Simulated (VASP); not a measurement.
Input of a VASP 6.6.1 run:

File POSCAR:

```
Ni
1.0
    2.4722822210      0.0000000000      0.0000000000
   -1.2361411105      2.1410592087      0.0000000000
    0.0000000000      0.0000000000      4.1272486342
Ni
2
Direct
    0.3333333333      0.6666666667      0.7500000000
    0.6666666667      0.3333333333      0.2500000000
```

INCAR.step1

```
SYSTEM = Ni
  PREC = Accurate
  ENCUT = 520
  ISMEAR = 0
  SIGMA = 0.05
  LREAL = .False.
  LASPH = .True.
  NELM = 150
  ISPIN = 2
  MAGMOM = 0.8 0.8
  LMAXMIX = 4
  NBANDS = 21
  GGA = PE
  ALGO = Normal
  EDIFF = 1E-4
  LWAVE = .True.
  LCHARG = .False.
```

Contents of INCAR.step2:

```
SYSTEM = Ni
  PREC = Accurate
  ENCUT = 520
  EDIFF = 1E-6
  ISMEAR = 0
  SIGMA = 0.05
  LREAL = .False.
  LASPH = .True.
  NELM = 150
  ALGO = Normal
  ISIF = 2
  LWAVE = .False.
  LCHARG = .False.
  ISPIN = 2
  MAGMOM = 0.8 0.8
  LORBIT = 11
  LMAXMIX = 4
  METAGGA = R2SCAN
  LMIXTAU = .True.
  NBANDS = 21
  ISTART = 1
```

The input KPOINTS:

```
regular mesh
0
Gamma
  20 20 10
  0 0 0
```

Potentials or basis: VASP PAW PBE potentials, release 64 (Ni).

The run is started by

```bash
$ cat potpaw_PBE.64/Ni/POTCAR > POTCAR
$ cp INCAR.step1 INCAR
$ mpirun -np 1 vasp_std > vasp.out
$ cp INCAR.step2 INCAR
$ mpirun -np 1 vasp_std > vasp.out
```

**Question.** Estimate the pressure.

**Answer.** -6.3 GPa.

**Question.** What does it give for the net moment?

**Answer.** 1.45 μB per cell.

**Question.** Estimate the site moments.

**Answer.** Ni +0.75 μB.

Stress tensor (GPa, compression positive):
```
-6.18  0.00  0.00
 0.00 -6.18  0.00
 0.00  0.00 -6.43
```

Caveat: the cell stands under tension; the PAW data sets were made with another functional, which shifts forces and pressure a little.
